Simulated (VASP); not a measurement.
# Al2H2Cl (P3m1) in VASP: relaxation of cell and atoms with PBE+D3(BJ)

Aim: the relaxation of cell and atoms of Al2H2Cl with PBE+D3(BJ).

All numbers are computed with VASP 6.6.1; they aren't measurements. Logs are shortened: lines on timing, memory, paths and dates and some standing lists are left out, and cuts for length are marked.

## 1. The cell of the first run

Symmetry: P3m1, No. 156, trigonal system. Conventional cell: a = 3.186 Å, b = 3.186 Å, c = 7.542 Å, α = 90.00°, β = 90.00°, γ = 120.00°. Al (site symmetry 3m) has 1 Al at 1.89 Å and 3 H at 2.10 Å and 3 Cl at 2.30 Å within 2.5 Å. Al (site symmetry 3m) has 1 Al at 1.89 Å and 4 H at 2.04 Å within 2.5 Å. Within 2.7 Å of H (site symmetry 3m) lie 1 Al at 2.04 Å. H (site symmetry 3m) has 6 Al at 2.04 to 2.10 Å and 1 Cl at 2.39 Å within 2.7 Å. Within 3.0 Å of Cl (site symmetry 3m) lie 3 Al at 2.30 Å and 4 H at 2.39 to 2.90 Å.

## 2. Relaxation of cell and atoms, PBE+D3(BJ)

File INCAR:

```
ALGO = Normal ; EDIFF = 1E-7
EDIFFG = -0.04 ; ENCUT = 910
GGA = PE ; GGA_COMPAT = F
IBRION = 2 ; ISIF = 3
ISMEAR = 0 ; IVDW = 12
LASPH = T ; LCHARG = F
LREAL = F ; LWAVE = F
NELM = 120 ; NELMIN = 4
NSW = 90 ; PREC = Accurate
SIGMA = 0.1
```

File KPOINTS:

```
k-points
0
Gamma
  6 6 2
```

File POSCAR:

```
Al2H2Cl
1.0
    3.1858691100      0.0000000000      0.0000000000
   -1.5929345600      2.7590435800      0.0000000000
    0.0000000000      0.0000000000      7.5424824300
Al H Cl
2 2 1
Direct
    0.0000000000      0.0000000000      0.4795394300
    0.0000000000      0.0000000000      0.7299297700
    0.0000000000      0.0000000000      0.0000000000
    0.3333333300      0.6666666700      0.6138831000
    0.3333333300      0.6666666700      0.2964631300
```

Potentials or basis: VASP PAW PBE potentials, release 64 (Al, H_h, Cl).

On the command line:

```console
> cat potpaw_PBE.64/Al/POTCAR potpaw_PBE.64/H_h/POTCAR potpaw_PBE.64/Cl/POTCAR > POTCAR
> mpirun -np 1 vasp_std > vasp.out
```

OUTCAR:

```text
EDIFF = 1E-7
   EDIFFG = -0.04
   ENCUT = 910
   GGA = PE
   IBRION = 2
   ISIF = 3
   ISMEAR = 0
   IVDW = 12
   LASPH = T
   LREAL = F
   NELM = 120
   NELMIN = 4
   NSW = 90
   PREC = Accurate
 IVDW          = 12

 ion  position               nearest neighbor table
   1  0.000  0.000  0.480-   2 1.89   4 2.10   4 2.10   4 2.10   5 2.30   5 2.30   5 2.30
   2  0.000  0.000  0.730-   1 1.89   3 2.04   4 2.04   4 2.04   4 2.04
   3  0.000  0.000  0.000-   2 2.04
   4  0.333  0.667  0.614-   2 2.04   2 2.04   2 2.04   1 2.10   1 2.10   1 2.10
   5  0.333  0.667  0.296-   1 2.30   1 2.30   1 2.30

  LATTYP: Found a hexagonal cell.
 ALAT       =     3.1858691100
 C/A-ratio  =     2.3674803231

  Lattice vectors:

 A1 = (   3.1858691100,   0.0000000000,   0.0000000000)
 A2 = (  -1.5929345600,   2.7590435800,   0.0000000000)
 A3 = (   0.0000000000,   0.0000000000,   7.5424824300)

Analysis of symmetry for initial positions (statically):
=====================================================================
 Subroutine PRICEL returns:
 Original cell was already a primitive cell.

 Routine SETGRP: Setting up the symmetry group for a
 hexagonal supercell.

 Subroutine GETGRP returns: Found  6 space group operations
 (whereof  6 operations were pure point group operations)
 out of a pool of 24 trial point group operations.

The static configuration has the point symmetry C_3v.

Analysis of symmetry for dynamics (positions and initial velocities):
=====================================================================
 Subroutine PRICEL returns:
 Original cell was already a primitive cell.

 Routine SETGRP: Setting up the symmetry group for a
 hexagonal supercell.

 Subroutine GETGRP returns: Found  6 space group operations
 (whereof  6 operations were pure point group operations)
 out of a pool of 24 trial point group operations.

The dynamic configuration has the point symmetry C_3v.

 Subroutine INISYM returns: Found  6 space group operations
 (whereof  6 operations are pure point group operations),
 and found     1 'primitive' translations

----------------------------------------------------------------------------------------

                                     Primitive cell

  volume of cell :      66.2981

  direct lattice vectors                    reciprocal lattice vectors
     3.185869110  0.000000000  0.000000000     0.313886091  0.181222220  0.000000000
    -1.592934560  2.759043580  0.000000000     0.000000000  0.362444438  0.000000000
     0.000000000  0.000000000  7.542482430     0.000000000  0.000000000  0.132582344

  length of vectors
     3.185869110  3.185869110  7.542482430     0.362444438  0.362444438  0.132582344

  position of ions in fractional coordinates (direct lattice)
     0.000000000  0.000000000  0.479539430
     0.000000000  0.000000000  0.729929770
     0.000000000  0.000000000  0.000000000
     0.333333330  0.666666670  0.613883100
     0.333333330  0.666666670  0.296463130

  ion indices of the primitive-cell ions
   primitive index   ion index
                 1           1
                 2           2
                 3           3
                 4           4
                 5           5

----------------------------------------------------------------------------------------

 KPOINTS: k-points

Automatic generation of k-mesh.
 Grid dimensions read from file:
 generate k-points for:    6    6    2

 Generating k-lattice:

  Cartesian coordinates                     Fractional coordinates (reciprocal lattice)
     0.052314348  0.030203703  0.000000000     0.166666667  0.000000000  0.000000000
     0.000000000  0.060407406  0.000000000     0.000000000  0.166666667  0.000000000
     0.000000000  0.000000000  0.066291172     0.000000000  0.000000000  0.500000000

  Length of vectors
     0.060407406  0.060407406  0.066291172

  Shift w.r.t. Gamma in fractional coordinates (k-lattice)
     0.000000000  0.000000000  0.000000000

 Subroutine IBZKPT returns following result:
 ===========================================

 Found     14 irreducible k-points:

 Following reciprocal coordinates:
            Coordinates               Weight
  0.000000  0.000000  0.000000      1.000000
  0.166667  0.000000  0.000000      6.000000
  0.333333  0.000000  0.000000      6.000000
  0.500000  0.000000  0.000000      3.000000
  0.166667  0.166667  0.000000      6.000000
  0.333333  0.166667  0.000000     12.000000
  0.333333  0.333333  0.000000      2.000000
  0.000000  0.000000  0.500000      1.000000
  0.166667  0.000000  0.500000      6.000000
  0.333333  0.000000  0.500000      6.000000
  0.500000  0.000000  0.500000      3.000000
  0.166667  0.166667  0.500000      6.000000
  0.333333  0.166667  0.500000     12.000000
  0.333333  0.333333  0.500000      2.000000
   k-points           NKPTS =     14   k-points in BZ     NKDIM =     14   number of bands    NBANDS=     11
   number of dos      NEDOS =    301   number of ions     NIONS =      5
   total plane-waves  NPLWV =  81920
   dimension x,y,z NGX =    32 NGY =   32 NGZ =   80
   dimension x,y,z NGXF=    64 NGYF=   64 NGZF=  160
   ions per type =               2   2   1
   NGX,Y,Z   is equivalent  to a cutoff of  16.70, 16.70, 17.63 a.u.
   NGXF,Y,Z  is equivalent  to a cutoff of  33.40, 33.40, 35.27 a.u.
 SYSTEM =  unknown system
   PREC   = accura    normal or accurate (medium, high low for compatibility)
   ISTART =      0    job   : 0-new  1-cont  2-samecut
   ICHARG =      2    charge: 1-file 2-atom 10-const
   ISPIN  =      1    spin polarized calculation?
   LNONCOLLINEAR =      F non collinear calculations
   LSORBIT =      F    spin-orbit coupling
   LASPH  =      T    aspherical Exc in radial PAW
   ENCUT  =  910.0 eV  66.88 Ry    8.18 a.u.   7.84  7.84 18.55*2*pi/ulx,y,z
   NELM   =    120;   NELMIN=  4; NELMDL= -5     # of ELM steps
   EDIFF  = 0.1E-06   stopping-criterion for ELM
   LREAL  =      F    real-space projection
   EDIFFG = -.4E-01   stopping-criterion for IOM
   NSW    =     90    number of steps for IOM
   IBRION =      2    ionic relax: 0-MD 1-quasi-New 2-CG
   NFREE  =      1    steps in history (QN), initial steepest desc. (CG)
   ISIF   =      3    stress and relaxation
   ISYM   =      2    0-nonsym 1-usesym 2-fastsym
   POTIM  = 0.5000    time-step for ionic-motion
   TEBEG  =    0.0;   TEEND  =   0.0 temperature during run
   PSTRESS=    0.0 pullay stress
   NELECT =      15.0000    total number of electrons
   NUPDOWN=      -1.0000    fix difference up-down
   EMIN   =  10.00;   EMAX   =-10.00  energy-range for DOS
   EFERMI =   0.00;   METHOD = LEGACY
   ISMEAR =     0;   SIGMA  =   0.10  broadening in eV -4-tet -1-fermi 0-gaus
   EFERMI_NEDOS =   21; number of points for ismear=-14 and -15
   IALGO  =     38    algorithm
   IMIX   =      4    mixing-type and parameters
     AMIX     =   0.40;   BMIX     =  1.00
     AMIX_MAG =   1.60;   BMIX_MAG =  1.00
  volume/ion in A,a.u.               =      13.26        89.48
  Fermi-wavevector in a.u.,A,eV,Ry     =   0.997558  1.885112 13.539466  0.995123
  Thomas-Fermi vector in A             =   2.129723
   LORBIT       =      0    0 simple, 1 ext, 2 COOP (PROOUT), +10 PAW based schemes
   GGA     = PE    functional components
   LHFCALC =     F    Hartree Fock is set to
   AEXX    =    0.0000 exact exchange contribution
   IVDW    =    12    specifies the selected vdW correction
   LEPSILON=     F    determine dielectric tensor
   LRPA    =     F    only Hartree local field effects (RPA)
 conjugate gradient relaxation of ions
 non-spin polarized calculation
 Gauss-broadening in eV      SIGMA  =   0.10
  energy-cutoff  :      910.00
  volume of cell :       66.30
 maximum number of plane-waves:      4166
 NGX is ok and might be reduce to    32
   NGX = 15   NGY = 15   NGZ = 37

--------------------------------------- Ionic step        1  -------------------------------------------

 number of electron      15.0000000 magnetization

 Free energy of the ion-electron system (eV)
  ---------------------------------------------------
  ext. energy  EPLUGINS =         0.00000000
  ---------------------------------------------------
  free energy    TOTEN  =       -11.66573015 eV

  energy without entropy =      -11.65750620  energy(sigma->0) =      -11.66161817

------------------------ aborting loop because EDIFF is reached ----------------------------------------

 Edisp (eV)   -0.98521

 E8    (eV) :    -0.3757

  FORCE on cell =-STRESS in cart. coord.  units (eV):
  Direction    XX          YY          ZZ          XY          YZ          ZX
  --------------------------------------------------------------------------------------
  -------------------------------------------------------------------------------------
  Total       2.88704     2.88704    20.52883    -0.00000    -0.00000     0.00000
  in kB      69.76904    69.76904   496.10531    -0.00000    -0.00000     0.00000
  external pressure =      211.88 kB  Pullay stress =        0.00 kB
[... 106 lines left out ...]
  FREE ENERGIE OF THE ION-ELECTRON SYSTEM (eV)
  ---------------------------------------------------
  free  energy   TOTEN  =       -15.2141733906 eV

  energy  without entropy=      -15.1895858711  energy(sigma->0) =      -15.20187963

 E-fermi :   3.6176     XC(G=0):  -8.8052

 val. band max:        3.5869943014   @ k =   0.3333   0.1667   0.0000
 cond. band min:       3.6294474582   @ k =   0.3333   0.0000   0.5000
 fundamental gap:      0.0424531567
 Fermi energy:         3.6175836064

 k-point     1 :       0.0000    0.0000    0.0000
  band No.  band energies     occupation
      1     -13.8118      2.00000
      2      -5.4875      2.00000
      3      -3.7293      2.00000
      4      -0.9372      2.00000
      5       0.8502      2.00000
      6       0.8502      2.00000
      7       1.4547      2.00000
      8       6.1088      0.00000
      9       8.5912      0.00000
     10      10.3592      0.00000
     11      11.0727      0.00000
[... 169 lines left out ...]
 k-point    14 :       0.3333    0.3333    0.5000
  band No.  band energies     occupation
      1     -12.4883      2.00000
      2      -3.0257      2.00000
      3      -2.4220      2.00000
      4      -1.8094      2.00000
      5      -0.1367      2.00000
      6       0.2671      2.00000
      7       2.2025      2.00000
      8       2.7434      2.00000
      9       4.5819      0.00000
     10       4.6857      0.00000
     11       5.2330      0.00000

[... ionic steps 4 to 50 ...]

--------------------------------------- Ionic step       51  -------------------------------------------

 number of electron      15.0000000 magnetization

------------------------ aborting loop because EDIFF is reached ----------------------------------------

 Edisp (eV)   -0.88439

 E8    (eV) :    -0.3385
[... 75 lines left out ...]
  energy  without entropy=      -16.3979990615  energy(sigma->0) =      -16.40057820

--------------------------------------- Ionic step       53  -------------------------------------------

 number of electron      15.0000000 magnetization

 Free energy of the ion-electron system (eV)
  ---------------------------------------------------
  ext. energy  EPLUGINS =         0.00000000
  ---------------------------------------------------
  free energy    TOTEN  =       -15.52042851 eV

  energy without entropy =      -15.51524250  energy(sigma->0) =      -15.51783551

 E-fermi :   4.2318     XC(G=0):  -9.2029

 val. band max:        3.7302985747   @ k =   0.3333   0.1667   0.0000
 cond. band min:       4.2719766479   @ k =   0.3333   0.0000   0.5000
 fundamental gap:      0.5416780732
 Fermi energy:         4.2317777861

 k-point     1 :       0.0000    0.0000    0.0000
  band No.  band energies     occupation
      1     -13.5638      2.00000
      2      -5.7385      2.00000
      3      -3.3809      2.00000
      4      -0.7540      2.00000
      5       1.4867      2.00000
      6       2.3817      2.00000
      7       2.3817      2.00000
      8       7.5305      0.00000
      9       9.1563      0.00000
     10      11.8946      0.00000
     11      13.1281      0.00000
[... 216 lines left out ...]
  FREE ENERGIE OF THE ION-ELECTRON SYSTEM (eV)
  ---------------------------------------------------
  free  energy   TOTEN  =       -16.4033194823 eV

  energy  without entropy=      -16.3981334723  energy(sigma->0) =      -16.40072648

 reached required accuracy - stopping structural energy minimisation
```

It took 7 min on 1 thread of Intel Xeon 6975P-C (Granite Rapids), shared host; peak memory 0.3 GiB.

What came out:

| Quantity | Value |
| --- | --- |
| Free energy | -16.4033 eV |
| Relaxed volume | 13.99 Å³/atom |
| Relaxed cell | a = 3.009 Å, b = 3.009 Å, c = 8.918 Å, α = 90.00°, β = 90.00°, γ = 120.00° |
| Space group after relaxing (to 0.1 Å) | P3m1 (No. 156) |
| Energy gained by relaxing | 750.5 meV/atom |
| Ionic steps | 53 |
| Pressure after relaxing | 0.0 GPa |
| Largest force after relaxing | 0.032 eV/Å |
| Band gap on the k mesh | zero (an odd number of electrons rules out a gap without spin polarisation) |
| Dispersion energy per atom | -0.177 eV |

Forces on the atoms (eV/Å):
```
Al   0.000  0.000  0.010
Al   0.000  0.000 -0.003
H    0.000  0.000 -0.025
H    0.000  0.000 -0.014
Cl   0.000  0.000  0.032
```

The path:
```csv
step,energy change (eV),largest force (eV/Å),pressure (GPa),volume (Å³)
1,0.0000,12.1781,21.19,66.30
3,-2.5632,3.3623,1.25,74.58
5,-3.2573,0.7034,-5.21,77.96
7,-3.4396,0.3513,-2.51,72.49
9,-3.4860,0.1559,-0.18,68.55
11,-3.4874,0.0548,0.14,68.36
13,-3.4878,0.0656,0.07,68.43
15,-3.4884,0.1030,-0.20,68.68
17,-3.4902,0.1548,-0.27,68.79
19,-3.5026,0.3571,-0.41,69.23
21,-3.6337,1.1479,0.14,70.95
23,-3.6366,1.4205,0.59,71.15
25,-3.6368,1.4269,0.61,71.17
27,-3.6376,1.4555,0.66,71.23
29,-3.6387,1.4874,0.74,71.32
31,-3.6442,1.4318,0.67,71.35
33,-3.6640,1.2164,0.42,71.46
35,-3.7108,0.4593,-0.46,71.90
37,-3.7163,0.2370,-0.85,72.13
39,-3.7268,0.1864,-0.51,71.76
41,-3.7353,0.2842,0.23,71.01
43,-3.7429,0.1880,-0.30,70.96
45,-3.7470,0.1756,0.01,70.42
47,-3.7506,0.0788,-0.13,69.93
49,-3.7515,0.0443,0.02,69.84
51,-3.7522,0.0412,0.05,69.83
53,-3.7524,0.0321,0.01,69.95
```

Final structure:
```yaml
crystal:
  lattice:
    - [3.00937, 0.00000, 0.00000]
    - [-1.50468, 2.60619, 0.00000]
    - [0.00000, 0.00000, 8.91840]
  atoms:
    - { symbol: Al, position: [0.00000, 0.00000, 0.46377] }
    - { symbol: Al, position: [0.00000, 0.00000, 0.82248] }
    - { symbol: H, position: [0.00000, 0.00000, 0.00251] }
    - { symbol: H, position: [0.33333, 0.66667, 0.55984] }
    - { symbol: Cl, position: [0.33333, 0.66667, 0.27122] }
```

Caveat: the k points lie up to 0.40 Å⁻¹ apart in the final cell, too coarse for converged energies and pressures of a metal; a cell axis changed by over 15 % at a fixed basis, so the end point is rough; an odd number of electrons without spin polarisation forces a metal; a magnetic or distorted state may lie lower.
